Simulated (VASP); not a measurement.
Wanted: the native input for a VASP 6.6.1 run.

```
Task                   : single point
Functional             : PBEsol
Potentials or basis    : VASP PAW PBE potentials, release 64 (In_d, Sb)
Cutoff                 : 520 eV
k mesh                 : 12 × 12 × 12
Occupations            : fermi-dirac, width 0.1 eV
Spin                   : no spin polarisation
Dipole correction      : no
Further INCAR settings : ALGO = Normal; EDIFF = 1e-07; NBANDS = 16
```

The structure of InSb lies in POSCAR:

```
InSb
1.0
    0.0000000000      3.2140545927      3.2140545927
    3.2140545927      0.0000000000      3.2140545927
    3.2140545927      3.2140545927      0.0000000000
In Sb
1 1
Direct
    0.0000000000      0.0000000000      0.0000000000
    0.7500000000      0.7500000000      0.7500000000
```

One way to write it, as run:

INCAR

```
PREC = Accurate ; ENCUT = 520
EDIFF = 1E-7 ; ISMEAR = -1
SIGMA = 0.1 ; LREAL = F
LASPH = T ; NELM = 100
ALGO = Normal ; ISIF = 2
LWAVE = F ; LCHARG = F
GGA = PS ; NBANDS = 16
```

KPOINTS

```
Automatic mesh
0
Gamma
  12 12 12
```

Potentials or basis: VASP PAW PBE potentials, release 64 (In_d, Sb).

Launch:

```sh
$ cat potpaw_PBE.64/In_d/POTCAR potpaw_PBE.64/Sb/POTCAR > POTCAR
$ mpirun -np 1 vasp_std > vasp.out
```

It gave:

```yaml
Pressure: 2.0 GPa
Band_gap_on_the_k_mesh: zero (filled and empty bands touch)
```

Caveat: semilocal functionals underestimate gaps, and a narrow one can read as zero; the PAW data sets were made with another functional, which shifts forces and pressure a little; spin-orbit coupling is left out, which moves the levels of the heavy elements.

Wall time 44 s on 1 thread of AMD EPYC 9R45 96-Core Processor (Zen 5) (shared host), peak memory 0.22 GiB.
